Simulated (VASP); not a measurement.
# HOs12F in VASP: notebook

Runs on HOs12F. Level: PBE. Tasks: single point.

Program: VASP 6.6.1. These are calculated values, not measurements. Logs are shortened: lines on timing, memory, paths and dates and some standing lists are left out, and cuts for length are marked.

### Step 1. The cell of the first run

The cell holds a slab with vacuum, 14 atoms: a = 5.480 Å, b = 5.480 Å, c = 16.326 Å, α = 90.00°, β = 90.00°, γ = 60.00°.

### Step 2. Single point, PBE

File INCAR:

```
  ALGO = Normal
  EDIFF = 1E-6
  ENCUT = 520
  GGA = PE
  ISIF = 2
  ISMEAR = 0
  LASPH = T
  LCHARG = T
  LELF = T
  LREAL = F
  LVHAR = T
  LWAVE = F
  NBANDS = 65
  NELM = 60
  PREC = Accurate
  SIGMA = 0.15
```

File KPOINTS:

```
k-points
0
Gamma
  4 4 1
```

File POSCAR:

```
HOs12F
1.0
    5.4799999079     -0.0000000532      0.0000000000
    2.7399999079      4.7458190532      0.0000000000
    0.0000000000      0.0000000000     16.3264600000
Os F H
12 1 1
Direct
    0.0000000000      0.0000000000      0.0612502600
    0.4999999950     -0.0000000050      0.0612502600
   -0.0000000100      0.5000000050      0.0612502600
    0.4999999950      0.5000000100      0.0612502600
   -0.1660202401      0.3323023402      0.1896319739
    0.3327990398      0.3336004801      0.1938109509
   -0.1660202401      0.8337178998      0.1896319739
    0.3329830360      0.8335084820      0.1871336400
    0.0044809745     -0.0022404873      0.3187953816
    0.4997177622     -0.0081727992      0.3193837347
   -0.0081202711      0.5040601355      0.3184698287
    0.4997177622      0.5084550370      0.3193837347
    0.6638976034      0.6680511983      0.4276637055
    0.6669028519      0.1665485741      0.3803645997
```

Potentials or basis: VASP PAW PBE potentials, release 64 (Os, F, H).

On the command line:

```
cat potpaw_PBE.64/Os/POTCAR potpaw_PBE.64/F/POTCAR potpaw_PBE.64/H/POTCAR > POTCAR
mpirun -np 1 vasp_std > vasp.out
```

OUTCAR:

```text
EDIFF = 1E-6
   ENCUT = 520
   GGA = PE
   ISIF = 2
   ISMEAR = 0
   LASPH = T
   LREAL = F
   NELM = 60
   PREC = Accurate

 ion  position               nearest neighbor table
   1  0.000  0.000  0.061-   8 2.59   5 2.62   7 2.62   3 2.74   3 2.74   2 2.74   4 2.74   2 2.74
                             4 2.74
   2  0.500  1.000  0.061-   8 2.59   7 2.63   6 2.68   4 2.74   1 2.74   3 2.74   4 2.74   1 2.74
                             3 2.74
   3  1.000  0.500  0.061-   7 2.63   5 2.63   6 2.68   1 2.74   1 2.74   4 2.74   2 2.74   4 2.74
                             2 2.74
   4  0.500  0.500  0.061-   8 2.59   5 2.63   6 2.68   2 2.74   3 2.74   1 2.74   2 2.74   3 2.74
                             1 2.74
   5  0.834  0.332  0.190-  11 2.62   1 2.62   3 2.63   4 2.63   9 2.64  12 2.65   7 2.73   8 2.73
                             6 2.74   6 2.74   8 2.75   7 2.75
   6  0.333  0.334  0.194-  11 2.60  12 2.61  10 2.61   3 2.68   4 2.68   2 2.68   7 2.74   5 2.74
                             8 2.74   8 2.74   5 2.74   7 2.74
   7  0.834  0.834  0.190-  11 2.62   1 2.62   3 2.63   2 2.63   9 2.64  10 2.65   5 2.73   8 2.73
                             6 2.74   6 2.74   8 2.75   5 2.75
   8  0.333  0.834  0.187-   1 2.59   2 2.59   4 2.59  10 2.65  12 2.65   9 2.66   5 2.73   7 2.73
                             6 2.74   6 2.74   7 2.75   5 2.75
   9  0.004  0.998  0.319-  14 1.89   7 2.64   5 2.64   8 2.66  12 2.70  10 2.70  11 2.74  11 2.74
                            10 2.78  12 2.78
  10  0.500  0.992  0.319-  14 1.90  13 2.34   6 2.61   7 2.65  12 2.65   8 2.65  11 2.69   9 2.70
                             9 2.78  11 2.80  12 2.83
  11  0.992  0.504  0.318-  13 2.37   6 2.60   5 2.62   7 2.62  12 2.69  10 2.69   9 2.74   9 2.74
                            10 2.80  12 2.80
  12  0.500  0.508  0.319-  14 1.90  13 2.34   6 2.61   5 2.65  10 2.65   8 2.65  11 2.69   9 2.70
                             9 2.78  11 2.80  10 2.83
  13  0.664  0.668  0.428-  12 2.34  10 2.34  11 2.37
  14  0.667  0.167  0.380-   9 1.89  12 1.90  10 1.90

  LATTYP: Found a hexagonal cell.
 ALAT       =     5.4799998158
 C/A-ratio  =     2.9792811220

  Lattice vectors:

 A1 = (  -2.7399999079,  -4.7458190532,   0.0000000000)
 A2 = (   5.4799999079,  -0.0000000532,   0.0000000000)
 A3 = (   0.0000000000,   0.0000000000,  16.3264600000)

Analysis of symmetry for initial positions (statically):
=====================================================================
 Subroutine PRICEL returns:
 Original cell was already a primitive cell.

 Routine SETGRP: Setting up the symmetry group for a
 hexagonal supercell.

 Subroutine GETGRP returns: Found  2 space group operations
[... 140 lines left out ...]
   IALGO  =     38    algorithm
   IMIX   =      4    mixing-type and parameters
     AMIX     =   0.40;   BMIX     =  1.00
     AMIX_MAG =   1.60;   BMIX_MAG =  1.00
  volume/ion in A,a.u.               =      30.33       204.67
  Fermi-wavevector in a.u.,A,eV,Ry     =   1.024294  1.935635 14.274940  1.049179
  Thomas-Fermi vector in A             =   2.158074
   LORBIT       =      0    0 simple, 1 ext, 2 COOP (PROOUT), +10 PAW based schemes
   GGA     = PE    functional components
   LHFCALC =     F    Hartree Fock is set to
   AEXX    =    0.0000 exact exchange contribution
   IVDW    =     0    specifies the selected vdW correction
   LEPSILON=     F    determine dielectric tensor
   LRPA    =     F    only Hartree local field effects (RPA)
 non-spin polarized calculation
 Gauss-broadening in eV      SIGMA  =   0.15
  energy-cutoff  :      520.00
  volume of cell :      424.60
 maximum number of plane-waves:     11444
 NGX is ok and might be reduce to    42
   NGX = 21   NGY = 21   NGZ = 61

 number of electron     104.0000001 magnetization

 Free energy of the ion-electron system (eV)
  ---------------------------------------------------
  ext. energy  EPLUGINS =         0.00000000
  ---------------------------------------------------
  free energy    TOTEN  =      -134.08399545 eV

  energy without entropy =     -134.00450134  energy(sigma->0) =     -134.04424839

 E-fermi :   0.7090     XC(G=0):  -6.9866

 val. band max:        0.6969806280   @ k =   0.5000   0.5000   0.0000
 cond. band min:       0.7292999396   @ k =   0.5000   0.0000   0.0000
 fundamental gap:      0.0323193116
 Fermi energy:         0.7089739557

 k-point     1 :       0.0000    0.0000    0.0000
  band No.  band energies     occupation
      1     -22.6712      2.00000
      2      -9.5234      2.00000
      3      -7.9120      2.00000
      4      -6.8872      2.00000
      5      -6.7997      2.00000
      6      -6.7026      2.00000
[... 458 lines left out ...]
     63       2.1159      0.00000
     64       2.1999      0.00000
 [bands above 64 left out]

------------------------ aborting loop because EDIFF is reached ----------------------------------------

  FORCE on cell =-STRESS in cart. coord.  units (eV):
  Direction    XX          YY          ZZ          XY          YZ          ZX
  --------------------------------------------------------------------------------------
  -------------------------------------------------------------------------------------
  Total       -7.3794579     -7.1920658     -0.2433322      0.1622862      0.0274826     -0.0476010
  in kB      -27.8452602    -27.1381650     -0.9181770      0.6123624      0.1037014     -0.1796153
  external PRESSURE =     -18.6338674 kB  Pullay stress =       0.0000000 kB

 VOLUME and BASIS-vectors are now :
 -----------------------------------------------------------------------------
  energy-cutoff  :      520.00
  volume of cell :      424.60
      direct lattice vectors                 reciprocal lattice vectors
     5.479999908 -0.000000053  0.000000000     0.182481754 -0.105355890  0.000000000
     2.739999908  4.745819053  0.000000000     0.000000002  0.210711783  0.000000000
     0.000000000  0.000000000 16.326460000     0.000000000  0.000000000  0.061250265

 POSITION                                       TOTAL-FORCE (eV/Angst)
 -----------------------------------------------------------------------------------
      0.00000      0.00000      1.00000         0.118331     -0.068318      0.099979
      5.48000      4.74582      1.00000        -0.109237     -0.204306     -0.000832
      6.85000      2.37291      1.00000        -0.130854      0.075549     -0.057881
      4.11000      2.37291      1.00000         0.122316      0.196755     -0.000832
      5.48072      1.57705      3.09602         0.000261     -0.006017     -0.003459
      2.73780      1.58321      3.16425        -0.006615      0.003819      0.016864
      6.85460      3.95667      3.09602         0.005342      0.002782     -0.003459
      4.10856      3.95568      3.05523        -0.001869      0.001079     -0.027632
      2.75842      4.73519      5.20480         0.012989     -0.007499     -0.019859
      5.45606      4.70703      5.21441        -0.018010     -0.000442     -0.012704
      6.81663      2.39218      5.19948         0.046801     -0.027020     -0.041160
      4.13162      2.41304      5.21441        -0.008622      0.015818     -0.012704
      5.46862      3.17045      6.98223        -0.028281      0.016328      0.041449
      4.11097      0.79041      6.21001        -0.002552      0.001474      0.022230
 -----------------------------------------------------------------------------------
    total drift:                               -0.000658      0.000380     -0.000620

  FREE ENERGIE OF THE ION-ELECTRON SYSTEM (eV)
  ---------------------------------------------------
  free  energy   TOTEN  =      -134.0839954465 eV

  energy  without entropy=     -134.0045013363  energy(sigma->0) =     -134.04424839
```

Wall time 17 min (1 thread of Intel Xeon Platinum 8375C at 2.90GHz (Ice Lake), shared host); peak memory 0.58 GiB.

Results:

```yaml
Free_energy: -134.0840 eV
Largest_force: 0.232 eV/Å
Band_gap_on_the_k_mesh: zero (bands 52 and 53 overlap by 1.06 eV)
```

Forces on the atoms (eV/Å):
```
Os   0.118 -0.068  0.100
Os  -0.109 -0.204 -0.001
Os  -0.131  0.076 -0.058
Os   0.122  0.197 -0.001
Os   0.000 -0.006 -0.003
Os  -0.007  0.004  0.017
Os   0.005  0.003 -0.003
Os  -0.002  0.001 -0.028
Os   0.013 -0.007 -0.020
Os  -0.018  0.000 -0.013
Os   0.047 -0.027 -0.041
Os  -0.009  0.016 -0.013
F   -0.028  0.016  0.041
H   -0.003  0.001  0.022
```

Levels at points of the mesh, in eV from the Fermi level:
```
           k point  band 51  band 52  band 53  band 54  band 55  band 56
(0.00, 0.00, 0.00)     0.67     0.88     1.03     1.06     1.64     1.67
(0.50, 0.00, 0.00)    -0.46    -0.19    -0.06    -0.02     0.02     0.28
(0.50, 0.50, 0.00)    -0.49    -0.14    -0.04    -0.01     0.13     0.20
```

Caveat: there is no dipole correction, which matters where the two faces differ; spin-orbit coupling is left out, which moves the levels of the heavy elements.

### Step 3. Single point, PBE

File INCAR:

```
SYSTEM = HOs12F
ALGO = Normal
EDIFF = 1E-6
ENCUT = 520
GGA = PE
ISIF = 2
ISMEAR = 0
LASPH = .TRUE.
LCHARG = .FALSE.
LREAL = .FALSE.
LWAVE = .FALSE.
NBANDS = 65
NELM = 80
PREC = Accurate
SIGMA = 0.15
```

File KPOINTS:

```
k-points
0
G
  4 4 1
  0 0 0
```

File POSCAR:

```
HOs12F
1.0
    5.4800000000      0.0000000000      0.0000000000
    2.7400000000      4.7458190000      0.0000000000
    0.0000000000      0.0000000000     16.3264600000
Os F H
12 1 1
Direct
    0.0000000000      0.0000000000      0.0612503000
    0.5000000000      0.0000000000      0.0612503000
    0.0000000000      0.5000000000      0.0612503000
    0.5000000000      0.5000000000      0.0612503000
   -0.1666009227      0.3333471241      0.1902166397
    0.3332357535      0.3332689295      0.1894604316
   -0.1667747656      0.8332130165      0.1897545959
    0.3333493273      0.8333930953      0.1902182114
   -0.0011727452     -0.0010867403      0.3184934635
    0.5017413591      0.0003216158      0.3184764613
    0.0002634116      0.5017006867      0.3184590643
    0.4988107031      0.4987078515      0.3188780879
    0.5410400251      0.5433252091      0.4938040251
    0.6299076116      0.6327829156      0.4676612955
```

Potentials or basis: VASP PAW PBE potentials, release 64 (Os, F, H).

On the command line:

```
cat potpaw_PBE.64/Os/POTCAR potpaw_PBE.64/F/POTCAR potpaw_PBE.64/H/POTCAR > POTCAR
mpirun -np 1 vasp_std > vasp.out
```

It took 24 min on 1 thread of Intel Xeon Platinum 8375C at 2.90GHz (Ice Lake), shared host; peak memory 0.62 GiB.

The run converged. Its results:

| Item | Value |
| --- | --- |
| Free energy | -133.9607 eV |
| Largest force | 0.242 eV/Å |
| Band gap on the k mesh | zero (bands 52 and 53 overlap by 0.93 eV) |

Forces on the atoms (eV/Å):
```
Os   0.038  0.021  0.002
Os  -0.042  0.032 -0.020
Os   0.008 -0.052 -0.022
Os  -0.003  0.000  0.041
Os  -0.005 -0.001  0.002
Os   0.002 -0.001 -0.001
Os   0.003  0.004 -0.004
Os  -0.001 -0.002  0.002
Os  -0.006 -0.003 -0.004
Os   0.007  0.002 -0.002
Os   0.005  0.005  0.005
Os  -0.005 -0.002  0.004
F   -0.187 -0.110  0.108
H    0.186  0.108 -0.111
```

Levels at points of the mesh, in eV from the Fermi level:
```
           k point  band 50  band 51  band 52  band 53  band 54  band 55
(0.00, 0.00, 0.00)     0.57     0.57     0.68     1.15     1.15     1.83
(0.50, 0.00, 0.00)    -0.59    -0.08    -0.07     0.07     0.09     0.23
(0.50, 0.50, 0.00)    -0.57    -0.13    -0.04     0.05     0.13     0.25
(0.00, 0.50, 0.00)    -0.59    -0.08    -0.07     0.07     0.09     0.23
```

Caveat: there is no dipole correction, which matters where the two faces differ; spin-orbit coupling is left out, which moves the levels of the heavy elements.

The gap in the log of VASP goes by the Fermi energy; the results here count the filled bands.